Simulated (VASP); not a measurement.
# MoS2 in VASP: further runs

The runs below take MoS2 through single point, with LDA, PBEsol, LDA+U.

Everything below comes from runs of VASP 6.6.1. Logs are shortened: lines on timing, memory, paths and dates and some standing lists are left out, and cuts for length are marked.

### 1 The cell of the first run

The cell holds a slab with vacuum, 6 atoms: a = 3.121 Å, b = 3.121 Å, c = 21.363 Å, α = 90.00°, β = 90.00°, γ = 120.00°.

### 2 Single point, LDA

Input file INCAR:

```
ALGO     = Normal         # electronic algorithm
EDIFF    = 1E-6           # SCF threshold, eV
ENCUT    = 520            # plane-wave cutoff, eV
ISIF     = 2              # what is computed and relaxed
ISMEAR   = -1             # smearing method
LASPH    = T              # aspherical terms in the spheres
LCHARG   = T              # write CHGCAR
LELF     = T              # ELF
LREAL    = F              # projectors in reciprocal space
LVHAR    = T            
LWAVE    = F              # write WAVECAR
NBANDS   = 35             # bands
NELM     = 80             # most SCF steps
PREC     = Accurate       # precision mode
SIGMA    = 0.05           # smearing width, eV
```

Input file KPOINTS:

```
k-points
0
Gamma
  10 10 2
```

Input file POSCAR:

```
MoS2
1.0
    3.1211151006      0.0000000000      0.0000000000
   -1.5605575503      2.7029649653      0.0000000000
    0.0000000000      0.0000000000     21.3632226299
Mo S
2 4
Direct
    0.3333333333      0.6666666667      0.8586820704
    0.6666666667      0.3333333333      0.1413179296
    0.6666666667      0.3333333333      0.7860329609
    0.3333333333      0.6666666667      0.0685260927
    0.6666666667      0.3333333333      0.9314739073
    0.3333333333      0.6666666667      0.2139670391
```

Potentials or basis: VASP PAW LDA potentials, release 64 (Mo_sv, S).

On the command line:

```sh
$ cat potpaw_LDA.64/Mo_sv/POTCAR potpaw_LDA.64/S/POTCAR > POTCAR
$ mpirun -np 1 vasp_std > vasp.out
```

OUTCAR:

```text
EDIFF = 1E-6
   ENCUT = 520
   ISIF = 2
   ISMEAR = -1
   LASPH = T
   LREAL = F
   NELM = 80
   PREC = Accurate

 ion  position               nearest neighbor table
   1  0.333  0.667  0.859-   3 2.38   3 2.38   3 2.38   5 2.38   5 2.38   5 2.38
   2  0.667  0.333  0.141-   6 2.38   6 2.38   6 2.38   4 2.38   4 2.38   4 2.38
   3  0.667  0.333  0.786-   1 2.38   1 2.38   1 2.38
   4  0.333  0.667  0.069-   2 2.38   2 2.38   2 2.38
   5  0.667  0.333  0.931-   1 2.38   1 2.38   1 2.38
   6  0.333  0.667  0.214-   2 2.38   2 2.38   2 2.38

  LATTYP: Found a hexagonal cell.
 ALAT       =     3.1211151006
 C/A-ratio  =     6.8447404025

  Lattice vectors:

 A1 = (   3.1211151006,   0.0000000000,   0.0000000000)
 A2 = (  -1.5605575503,   2.7029649653,   0.0000000000)
 A3 = (   0.0000000000,   0.0000000000,  21.3632226299)

Analysis of symmetry for initial positions (statically):
=====================================================================
 Subroutine PRICEL returns:
 Original cell was already a primitive cell.

 Routine SETGRP: Setting up the symmetry group for a
 hexagonal supercell.

 Subroutine GETGRP returns: Found 12 space group operations
 (whereof 12 operations were pure point group operations)
 out of a pool of 24 trial point group operations.

The static configuration has the point symmetry D_3d.

Analysis of symmetry for dynamics (positions and initial velocities):
=====================================================================
 Subroutine PRICEL returns:
 Original cell was already a primitive cell.

 Routine SETGRP: Setting up the symmetry group for a
 hexagonal supercell.

 Subroutine GETGRP returns: Found 12 space group operations
 (whereof 12 operations were pure point group operations)
 out of a pool of 24 trial point group operations.

The dynamic configuration has the point symmetry D_3d.

 Subroutine INISYM returns: Found 12 space group operations
 (whereof 12 operations are pure point group operations),
 and found     1 'primitive' translations

----------------------------------------------------------------------------------------

                                     Primitive cell

  volume of cell :     180.2258

  direct lattice vectors                    reciprocal lattice vectors
     3.121115101  0.000000000  0.000000000     0.320398309  0.184982050  0.000000000
    -1.560557550  2.702964965  0.000000000     0.000000000  0.369964100  0.000000000
     0.000000000  0.000000000 21.363222630     0.000000000  0.000000000  0.046809417

  length of vectors
     3.121115101  3.121115101 21.363222630     0.369964100  0.369964100  0.046809417

  position of ions in fractional coordinates (direct lattice)
     0.333333333  0.666666667  0.858682070
     0.666666667  0.333333333  0.141317930
     0.666666667  0.333333333  0.786032961
     0.333333333  0.666666667  0.068526093
     0.666666667  0.333333333  0.931473907
     0.333333333  0.666666667  0.213967039

  ion indices of the primitive-cell ions
   primitive index   ion index
                 1           1
                 2           2
                 3           3
                 4           4
                 5           5
                 6           6

----------------------------------------------------------------------------------------

 KPOINTS: k-points

Automatic generation of k-mesh.
 Grid dimensions read from file:
 generate k-points for:   10   10    2

 Generating k-lattice:

  Cartesian coordinates                     Fractional coordinates (reciprocal lattice)
     0.032039831  0.018498205  0.000000000     0.100000000  0.000000000  0.000000000
     0.000000000  0.036996410  0.000000000     0.000000000  0.100000000  0.000000000
     0.000000000  0.000000000  0.023404709     0.000000000  0.000000000  0.500000000

  Length of vectors
     0.036996410  0.036996410  0.023404709

  Shift w.r.t. Gamma in fractional coordinates (k-lattice)
     0.000000000  0.000000000  0.000000000

 Subroutine IBZKPT returns following result:
 ===========================================

 Found     28 irreducible k-points:

 Following reciprocal coordinates:
            Coordinates               Weight
  0.000000  0.000000  0.000000      1.000000
  0.100000  0.000000  0.000000      6.000000
  0.200000  0.000000  0.000000      6.000000
  0.300000  0.000000  0.000000      6.000000
  0.400000 -0.000000  0.000000      6.000000
  0.500000  0.000000  0.000000      3.000000
[... 16 lines left out ...]
  0.300000  0.100000  0.500000     12.000000
  0.400000  0.100000  0.500000     12.000000
 [... further k-points ...]
   k-points           NKPTS =     28   k-points in BZ     NKDIM =     28   number of bands    NBANDS=     35
   number of dos      NEDOS =    301   number of ions     NIONS =      6
   total plane-waves  NPLWV =  92160
   dimension x,y,z NGX =    24 NGY =   24 NGZ =  160
   dimension x,y,z NGXF=    48 NGYF=   48 NGZF=  320
   ions per type =               2   4
   NGX,Y,Z   is equivalent  to a cutoff of  12.78, 12.78, 12.45 a.u.
   NGXF,Y,Z  is equivalent  to a cutoff of  25.57, 25.57, 24.90 a.u.
 SYSTEM =  unknown system
   PREC   = accura    normal or accurate (medium, high low for compatibility)
   ISTART =      0    job   : 0-new  1-cont  2-samecut
   ICHARG =      2    charge: 1-file 2-atom 10-const
   ISPIN  =      1    spin polarized calculation?
   LNONCOLLINEAR =      F non collinear calculations
   LSORBIT =      F    spin-orbit coupling
   LASPH  =      T    aspherical Exc in radial PAW
   ENCUT  =  520.0 eV  38.22 Ry    6.18 a.u.   5.80  5.80 39.72*2*pi/ulx,y,z
   NELM   =     80;   NELMIN=  2; NELMDL= -5     # of ELM steps
   EDIFF  = 0.1E-05   stopping-criterion for ELM
   LREAL  =      F    real-space projection
   EDIFFG = 0.1E-04   stopping-criterion for IOM
   NSW    =      0    number of steps for IOM
   IBRION =     -1    ionic relax: 0-MD 1-quasi-New 2-CG
   NFREE  =      0    steps in history (QN), initial steepest desc. (CG)
   ISIF   =      2    stress and relaxation
   ISYM   =      2    0-nonsym 1-usesym 2-fastsym
   POTIM  = 0.5000    time-step for ionic-motion
   TEBEG  =    0.0;   TEEND  =   0.0 temperature during run
   PSTRESS=    0.0 pullay stress
   NELECT =      52.0000    total number of electrons
   NUPDOWN=      -1.0000    fix difference up-down
   EMIN   =  10.00;   EMAX   =-10.00  energy-range for DOS
   EFERMI =   0.00;   METHOD = LEGACY
   ISMEAR =    -1;   SIGMA  =   0.05  broadening in eV -4-tet -1-fermi 0-gaus
   EFERMI_NEDOS =   21; number of points for ismear=-14 and -15
   IALGO  =     38    algorithm
   IMIX   =      4    mixing-type and parameters
     AMIX     =   0.40;   BMIX     =  1.00
     AMIX_MAG =   1.60;   BMIX_MAG =  1.00
  volume/ion in A,a.u.               =      30.04       202.70
  Fermi-wavevector in a.u.,A,eV,Ry     =   1.081775  2.044258 15.922044  1.170237
  Thomas-Fermi vector in A             =   2.217800
   LORBIT       =      0    0 simple, 1 ext, 2 COOP (PROOUT), +10 PAW based schemes
   GGA     = CA    functional components
   LHFCALC =     F    Hartree Fock is set to
   AEXX    =    0.0000 exact exchange contribution
   IVDW    =     0    specifies the selected vdW correction
   LEPSILON=     F    determine dielectric tensor
   LRPA    =     F    only Hartree local field effects (RPA)
 non-spin polarized calculation
  energy-cutoff  :      520.00
  volume of cell :      180.23
 maximum number of plane-waves:      4892
 NGX is ok and might be reduce to    24
   NGX = 11   NGY = 11   NGZ = 79

 number of electron      52.0000002 magnetization

 Free energy of the ion-electron system (eV)
  ---------------------------------------------------
  ext. energy  EPLUGINS =         0.00000000
  ---------------------------------------------------
  free energy    TOTEN  =       -48.84653014 eV

  energy without entropy =      -48.84652979  energy(sigma->0) =      -48.84652997

 E-fermi :   2.5482     XC(G=0):  -6.9260

 val. band max:        1.9803102086   @ k =   0.0000   0.0000   0.0000
 cond. band min:       3.2232129810   @ k =   0.2000   0.2000   0.0000
 fundamental gap:      1.2429027724
 Fermi energy:         2.5482232452

 k-point     1 :       0.0000    0.0000    0.0000
  band No.  band energies     occupation
      1     -58.9527      2.00000
      2     -58.9527      2.00000
      3     -33.3478      2.00000
      4     -33.3477      2.00000
      5     -33.0537      2.00000
      6     -33.0537      2.00000
[... 27 lines left out ...]
     34       4.7374      0.00000
     35       7.0339      0.00000

 k-point     2 :       0.1000    0.0000    0.0000
  band No.  band energies     occupation
      1     -58.9479      2.00000
      2     -58.9479      2.00000
      3     -33.3387      2.00000
      4     -33.3386      2.00000
      5     -33.0997      2.00000
      6     -33.0997      2.00000
[... 27 lines left out ...]
     34       4.6983      0.00000
     35       7.2642      0.00000

 k-point     3 :       0.2000    0.0000    0.0000
  band No.  band energies     occupation
      1     -58.9353      2.00000
      2     -58.9353      2.00000
      3     -33.3147      2.00000
      4     -33.3146      2.00000
      5     -33.2188      2.00000
      6     -33.2187      2.00000
[... 27 lines left out ...]
     34       5.2781      0.00000
     35       7.8443      0.00000
[... 723 lines left out ...]
 k-point    23 :       0.3000    0.1000    0.5000
  band No.  band energies     occupation
      1     -58.9109      2.00000
      2     -58.9109      2.00000
      3     -33.4231      2.00000
      4     -33.4231      2.00000
      5     -33.2682      2.00000
      6     -33.2682      2.00000
[... 27 lines left out ...]
     34       6.1631      0.00000
     35       9.0329      0.00000

 k-point    24 :       0.4000    0.1000    0.5000
  band No.  band energies     occupation
      1     -58.9021      2.00000
      2     -58.9021      2.00000
      3     -33.4967      2.00000
      4     -33.4967      2.00000
      5     -33.2514      2.00000
      6     -33.2514      2.00000
[... 27 lines left out ...]
     34       6.0662      0.00000
     35       7.9718      0.00000

 [... further k-points ...]

------------------------ aborting loop because EDIFF is reached ----------------------------------------

  FORCE on cell =-STRESS in cart. coord.  units (eV):
  Direction    XX          YY          ZZ          XY          YZ          ZX
  --------------------------------------------------------------------------------------
  -------------------------------------------------------------------------------------
  Total        0.0875456      0.0875456      0.0413048     -0.0000000      0.0000000     -0.0000000
  in kB        0.7782662      0.7782662      0.3671924     -0.0000000      0.0000000     -0.0000000
  external PRESSURE =       0.6412416 kB  Pullay stress =       0.0000000 kB

 VOLUME and BASIS-vectors are now :
 -----------------------------------------------------------------------------
  energy-cutoff  :      520.00
  volume of cell :      180.23
      direct lattice vectors                 reciprocal lattice vectors
     3.121115101  0.000000000  0.000000000     0.320398309  0.184982050  0.000000000
    -1.560557550  2.702964965  0.000000000     0.000000000  0.369964100  0.000000000
     0.000000000  0.000000000 21.363222630     0.000000000  0.000000000  0.046809417

 POSITION                                       TOTAL-FORCE (eV/Angst)
 -----------------------------------------------------------------------------------
     -0.00000      1.80198     18.34422        -0.000000      0.000000      0.001197
      1.56056      0.90099      3.01901         0.000000      0.000000     -0.001197
      1.56056      0.90099     16.79220        -0.000000     -0.000000     -0.015677
     -0.00000      1.80198      1.46394         0.000000     -0.000000     -0.015778
      1.56056      0.90099     19.89928        -0.000000      0.000000      0.015778
     -0.00000      1.80198      4.57103        -0.000000      0.000000      0.015677
 -----------------------------------------------------------------------------------
    total drift:                                0.000000     -0.000000      0.000000

  FREE ENERGIE OF THE ION-ELECTRON SYSTEM (eV)
  ---------------------------------------------------
  free  energy   TOTEN  =       -48.8465301415 eV

  energy  without entropy=      -48.8465297920  energy(sigma->0) =      -48.84652997
```

Run time: 1.9 min. Hardware: 1 thread of AMD EPYC 9R45 (Zen 5), shared host; peak memory 0.29 GiB.

What came out:

```yaml
Free_energy: -48.8465 eV
Largest_force: 0.016 eV/Å
Band_gap_on_the_k_mesh: 1.24 eV (least direct gap 2.06 eV)
```

Forces in eV/Å, atoms in the order of the input:
```
Mo   0.000  0.000  0.001
Mo   0.000  0.000 -0.001
S    0.000  0.000 -0.016
S    0.000  0.000 -0.016
S    0.000  0.000  0.016
S    0.000  0.000  0.016
```

Levels at points of the mesh, in eV from the valence-band top:
```csv
k point,band 23,band 24,band 25,band 26,band 27,band 28,band 29,band 30
"(0.00, 0.00, 0.00)",-1.97,-1.83,-0.83,0.00,2.40,2.40,2.43,2.43
"(0.50, 0.00, 0.00)",-1.44,-1.31,-1.21,-1.15,1.93,1.96,2.36,2.54
"(0.00, 0.00, 0.50)",-1.97,-1.83,-0.83,0.00,2.40,2.40,2.43,2.43
"(0.50, 0.00, 0.50)",-1.44,-1.31,-1.21,-1.15,1.93,1.96,2.36,2.54
```

Caveat: there is no dipole correction, which matters where the two faces differ.

### 3 Single point, PBEsol

This run uses another cell than the first one.

Input file INCAR:

```
PREC = Accurate
ENCUT = 520
EDIFF = 1E-6
ISMEAR = -1
SIGMA = 0.05
LREAL = False
LASPH = True
NELM = 60
ALGO = Normal
ISIF = 2
LWAVE = False
LCHARG = True
GGA = PS
LELF = True
LVHAR = True
NBANDS = 35
```

Input file KPOINTS:

```
regular mesh
0
Gamma
  10 10 2
```

Input file POSCAR:

```
MoS2
1.0
    3.1409172176      0.0000000000      0.0000000000
   -1.5704586088      2.7201141016      0.0000000000
    0.0000000000      0.0000000000     21.5684852183
Mo S
2 4
Direct
    0.3333333333      0.6666666667      0.8542387401
    0.6666666667      0.3333333333      0.1457612599
    0.6666666667      0.3333333333      0.7820016685
    0.3333333333      0.6666666667      0.0734581177
    0.6666666667      0.3333333333      0.9265418823
    0.3333333333      0.6666666667      0.2179983315
```

Potentials or basis: VASP PAW PBE potentials, release 64 (Mo_sv, S).

On the command line:

```sh
$ cat potpaw_PBE.64/Mo_sv/POTCAR potpaw_PBE.64/S/POTCAR > POTCAR
$ mpirun -np 1 vasp_std > vasp.out
```

It took 2.4 min on 1 thread of AMD EPYC 9R45 (Zen 5), shared host; peak memory 0.34 GiB.

Results (log left out):

| Quantity | Value |
| --- | --- |
| Free energy | -46.8781 eV |
| Band gap on the k mesh | 1.45 eV (least direct gap 2.02 eV) |

Levels at points of the mesh, in eV from the valence-band top:
| k point | band 23 | band 24 | band 25 | band 26 | band 27 | band 28 | band 29 | band 30 |
| --- | --- | --- | --- | --- | --- | --- | --- | --- |
| (0.00, 0.00, 0.00) | -1.82 | -1.75 | -0.63 | 0.00 | 2.52 | 2.52 | 2.53 | 2.53 |
| (0.50, 0.00, 0.00) | -1.29 | -1.21 | -1.05 | -1.01 | 2.04 | 2.05 | 2.49 | 2.62 |
| (0.00, 0.00, 0.50) | -1.82 | -1.75 | -0.63 | 0.00 | 2.52 | 2.52 | 2.53 | 2.53 |
| (0.50, 0.00, 0.50) | -1.29 | -1.21 | -1.05 | -1.01 | 2.04 | 2.05 | 2.49 | 2.62 |

Caveat: there is no dipole correction, which matters where the two faces differ; the PAW data sets were made with another functional, which shifts forces and pressure a little.

### 4 Single point, LDA+U

Input file INCAR:

```
  PREC = Accurate
  ENCUT = 520
  EDIFF = 1E-6
  ISMEAR = -1
  SIGMA = 0.05
  LREAL = False
  LASPH = True
  NELM = 150
  ALGO = Normal
  ISIF = 2
  LWAVE = False
  LCHARG = False
  LMAXMIX = 4
  LDAU = True
  LDAUTYPE = 2
  LDAUL = 2 -1
  LDAUU = 1 0
  LDAUJ = 0 0
  LDAUPRINT = 1
  NBANDS = 35
```

Input file KPOINTS:

```
Automatic mesh
0
Gamma
  10 10 2
```

Input file POSCAR:

```
MoS2
1.0
    3.1210300642      0.0000000000      0.0000000000
   -1.5605150321      2.7028913216      0.0000000000
    0.0000000000      0.0000000000     21.3604696055
Mo S
2 4
Direct
    0.3333333333      0.6666666667      0.8587302375
    0.6666666667      0.3333333333      0.1412697625
    0.6666666667      0.3333333333      0.7860833669
    0.3333333333      0.6666666667      0.0684807125
    0.6666666667      0.3333333333      0.9315192875
    0.3333333333      0.6666666667      0.2139166331
```

Potentials or basis: VASP PAW LDA potentials, release 64 (Mo_sv, S).

On the command line:

```sh
$ cat potpaw_LDA.64/Mo_sv/POTCAR potpaw_LDA.64/S/POTCAR > POTCAR
$ mpirun -np 1 vasp_std > vasp.out
```

It took 2.5 min on 1 thread of AMD EPYC 9R45 (Zen 5), shared host; peak memory 0.28 GiB.

The run converged. Its results:

```yaml
Free_energy: -46.4313 eV
Largest_force: 0.086 eV/Å
Band_gap_on_the_k_mesh: 1.24 eV (least direct gap 2.05 eV)
```

Forces on the atoms (eV/Å):
```
Mo   0.000  0.000  0.001
Mo   0.000  0.000 -0.001
S    0.000  0.000 -0.086
S    0.000  0.000 -0.084
S    0.000  0.000  0.084
S    0.000  0.000  0.086
```

Levels at points of the mesh, in eV from the valence-band top:
```tsv
k point	band 24	band 25	band 26	band 27	band 28	band 29
(0.00, 0.00, 0.00)	-1.83	-0.83	0.00	2.41	2.41	2.43
(0.50, 0.00, 0.00)	-1.32	-1.23	-1.16	1.94	1.97	2.36
(0.00, 0.00, 0.50)	-1.83	-0.83	0.00	2.41	2.41	2.43
(0.50, 0.00, 0.50)	-1.32	-1.23	-1.16	1.94	1.97	2.36
```

Eigenvalues of the final occupation matrices:
```
    site  spin  trace               eigenvalues
site 1 d     1   2.04  0.40 0.40 0.41 0.41 0.43
site 1 d     2   2.04  0.40 0.40 0.41 0.41 0.43
site 2 d     1   2.04  0.40 0.40 0.41 0.41 0.43
site 2 d     2   2.04  0.40 0.40 0.41 0.41 0.43
```

Caveat: there is no dipole correction, which matters where the two faces differ.

### 5 The runs side by side

| level | potentials or basis | U | cell | gap on the mesh (eV) | largest force (eV/Å) |
| --- | --- | --- | --- | --- | --- |
| LDA | VASP PAW LDA potentials, release 64 (Mo_sv, S) | - | a = 3.121, b = 3.121, c = 21.363 Å, angles 90.0, 90.0, 120.0°, 6 atoms, atomic positions A | 1.24 | 0.02 |
| PBEsol | VASP PAW PBE potentials, release 64 (Mo_sv, S) | - | a = 3.141, b = 3.141, c = 21.568 Å, angles 90.0, 90.0, 120.0°, 6 atoms, atomic positions B | 1.45 | - |
| LDA+U | VASP PAW LDA potentials, release 64 (Mo_sv, S) | Mo d U = 1.0 eV | a = 3.121, b = 3.121, c = 21.360 Å, angles 90.0, 90.0, 120.0°, 6 atoms, atomic positions A | 1.24 | 0.09 |

Alike in all rows: task single point; no spin polarisation; k mesh 10 × 10 × 2; cutoff (eV) 520; smearing fermi-dirac 0.05 eV.

Caveats: there is no dipole correction, which matters where the two faces differ; the PAW data sets were made with another functional, which shifts forces and pressure a little (at least some runs).

Absolute energies hang on the potentials; compare differences alone.
